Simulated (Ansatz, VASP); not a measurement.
## One calculation of Ba, two programs

INCAR

```
PREC     = Accurate       # precision mode
ENCUT    = 520            # plane-wave cutoff, eV
EDIFF    = 1E-6           # SCF threshold, eV
ISMEAR   = 0              # smearing method
SIGMA    = 0.3            # smearing width, eV
LREAL    = False          # projectors in reciprocal space
LASPH    = True           # aspherical terms in the spheres
NELM     = 60             # most SCF steps
ALGO     = Normal         # electronic algorithm
ISIF     = 2              # what is computed and relaxed
LWAVE    = False          # write WAVECAR
LCHARG   = False          # write CHGCAR
GGA      = PE             # functional
NBANDS   = 11             # bands
```

The input KPOINTS:

```
Automatic mesh
0
Gamma
  9 9 9
```

The input POSCAR:

```
Ba
1.0
   -2.5124914082      2.5124914082      2.5124914082
    2.5124914082     -2.5124914082      2.5124914082
    2.5124914082      2.5124914082     -2.5124914082
Ba
1
Direct
    0.0000000000      0.0000000000      0.0000000000
```

Input for Ansatz:

```yaml
crystal:
  lattice:
    - [-2.5124914082, 2.5124914082, 2.5124914082]
    - [2.5124914082, -2.5124914082, 2.5124914082]
    - [2.5124914082, 2.5124914082, -2.5124914082]
  atoms:
    - { symbol: Ba, position: [0.0, 0.0, 0.0] }
hamiltonian:
  xc: pbe
  pseudopotentials:
    kind: paw
    azcp:
      Ba: "pseudopotentials/Ba.paw.azcp"
basis:
  ecutwfc: 420
  fft_grid_basis: typed
kpoints:
  mp_grid: { grid: [9, 9, 9], shift: [0, 0, 0] }
magnetization:
  spin_polarized: false
scf:
  occupations: { method: gaussian, width: 0.3 }
  lower_state_search: "off"
output:
  stress: true
```

Alike in both runs: task single point; functional PBE; k mesh 9 × 9 × 9; occupations gaussian, width 0.3 eV; no spin polarisation.

|  | VASP | Ansatz |
| --- | --- | --- |
| version | VASP 6.6.1 | Ansatz 0.2.0 |
| potentials or method | VASP PAW PBE potentials, release 64 (Ba_sv), cutoff 520 eV | plane waves (420 eV) with PAW, scalar-relativistic |
| valence electrons in the cell | 10 | 10 |

Ansatz gave:

- pressure (GPa): 0.0

**Question.** Which values does VASP return?

**Answer.** Pressure (GPa): 0.1.

Spin-orbit coupling is off throughout.
